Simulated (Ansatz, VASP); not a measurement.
## Two plane-wave programs on ZnS

Contents of INCAR:

```
SYSTEM = ZnS
PREC = Accurate ; ENCUT = 520
EDIFF = 1E-8 ; ISMEAR = -4
SIGMA = 0.1 ; LREAL = .FALSE.
LASPH = .TRUE. ; NELM = 100
ALGO = Normal ; ISIF = 2
LWAVE = .FALSE. ; LCHARG = .FALSE.
GGA = PE ; LEFG = .TRUE.
NBANDS = 16
```

Contents of KPOINTS:

```
Automatic mesh
0
G
  9 9 9
  0 0 0
```

POSCAR

```
ZnS
1.0
    0.0000000000      2.7020000000      2.7020000000
    2.7020000000      0.0000000000      2.7020000000
    2.7020000000      2.7020000000      0.0000000000
Zn S
1 1
Direct
    0.2500000000      0.2500000000      0.2500000000
    0.0000000000      0.0000000000      0.0000000000
```

Input for Ansatz:

```yaml
crystal:
  lattice:
    - [0.0, 2.702, 2.702]
    - [2.702, 0.0, 2.702]
    - [2.702, 2.702, 0.0]
  atoms:
    - { symbol: Zn, position: [0.25, 0.25, 0.25] }
    - { symbol: S, position: [0.0, 0.0, 0.0] }
kpoints:
  mp_grid: { grid: [9, 9, 9] }
scf:
  occupations: { method: tetrahedron_uncorrected }
hamiltonian:
  xc: pbe
  pseudopotentials: { kind: paw }
output:
  forces: true
  stress: true
  populations: true
  efg:
    quadrupole_moments_barn: { Zn: 0.122, S: -0.0694 }
    contact_densities: true
  write_density: true
  write_potential: true
  elf: true
  volumetric_format: npy
basis:
  ecutrho_ratio: 9
```

Alike in both runs: task electric field gradients; functional PBE; k mesh 9 × 9 × 9; no spin polarisation.

|  | VASP | Ansatz |
| --- | --- | --- |
| version | VASP 6.6.1 | Ansatz 0.2.0 |
| potentials or method | VASP PAW PBE potentials, release 64 (Zn, S) | plane-wave PAW, scalar-relativistic |
| plane-wave cutoff (eV) | 520 | 420 |
| occupations | tetrahedron | tetrahedron-uncorrected |
| valence electrons in the cell | 18 | 18 |

|  | VASP | Ansatz | Ansatz less VASP |
| --- | --- | --- | --- |
| gap on the k mesh at the Fermi level (eV) | 2.11 | 2.11 | -0.005 |
| pressure (GPa) | 1.8 | 1.6 | -0.17 |

Ansatz's warnings: band table not solved further.
